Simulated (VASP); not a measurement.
Write the native input for VASP 6.6.1 that does the following.

```
Task                   : relaxation of cell and atoms
Functional             : PBE
Potentials or basis    : VASP PAW PBE potentials, release 64 (Zr_sv, Ti_sv, B)
Cutoff                 : 600 eV
k mesh                 : 6 × 4 × 4
Occupations            : gaussian, width 0.2 eV
Spin                   : no spin polarisation
Dipole correction      : no
Further INCAR settings : ALGO = Normal; EDIFF = 1e-06; IBRION = 2; EDIFFG = -0.025; NSW = 80; ISIF = 3
```

The structure of Zr3TiB4 lies in POSCAR:

```
Zr3TiB4
1.0
    0.0139767768     -3.1474165198      0.0583603220
   -4.9151585097      0.0217288080     -0.0722095700
    0.0423625731      0.1176864023     -6.4661399838
Zr Ti B
3 1 4
Direct
    0.5173344800      0.1190763299      0.8183793624
    0.5175045510      0.3652476657      0.3262309411
   -0.0076960994      0.6392135100      0.6707301499
    0.9882153213      0.8550060721      0.1864574386
   -0.0014308403      0.4242460630      0.0249834907
    0.4768878020      0.6070619942      0.9777898506
    0.5155462779      0.8983150571      0.4713187876
    0.9936385075      0.0918333082      0.5241099791
```

These files were run (other wordings do the same):

INCAR

```
PREC     = Accurate       # precision mode
ENCUT    = 600            # plane-wave cutoff, eV
EDIFF    = 1E-6           # SCF threshold, eV
ISMEAR   = 0              # smearing method
SIGMA    = 0.2            # smearing width, eV
LREAL    = False          # projectors in reciprocal space
LASPH    = True           # aspherical terms in the spheres
NELM     = 80             # most SCF steps
ALGO     = Normal         # electronic algorithm
ISIF     = 3              # what is computed and relaxed
LWAVE    = False          # write WAVECAR
LCHARG   = False          # write CHGCAR
GGA      = PE             # functional
IBRION   = 2              # ionic algorithm
NSW      = 80             # ionic steps
EDIFFG   = -0.025         # ionic threshold
```

KPOINTS

```
Automatic mesh
0
Gamma
  6 4 4
```

Potentials or basis: VASP PAW PBE potentials, release 64 (Zr_sv, Ti_sv, B).

Run with:

```sh
$ cat potpaw_PBE.64/Zr_sv/POTCAR potpaw_PBE.64/Ti_sv/POTCAR potpaw_PBE.64/B/POTCAR > POTCAR
$ mpirun -np 1 vasp_std > vasp.out
```

It gave:

```json
{
  "Relaxed volume": "12.91 Å³/atom",
  "Relaxed cell": "a = 3.200 Å, b = 4.965 Å, c = 6.499 Å, α = 91.13°, β = 90.01°, γ = 89.98°",
  "Space group after relaxing (to 0.1 Å)": "Pm (No. 6)",
  "Energy gained by relaxing": "64.9 meV/atom",
  "Ionic steps": "12",
  "Pressure after relaxing": "-0.1 GPa",
  "Largest force after relaxing": "0.012 eV/Å",
  "Band gap on the k mesh": "zero (bands 30 and 31 overlap by 1.50 eV)"
}
```

Run time: 16 min on 1 thread of Intel(R) Xeon(R) 6975P-C (Granite Rapids), with other jobs on the host, peak memory 0.38 GiB.
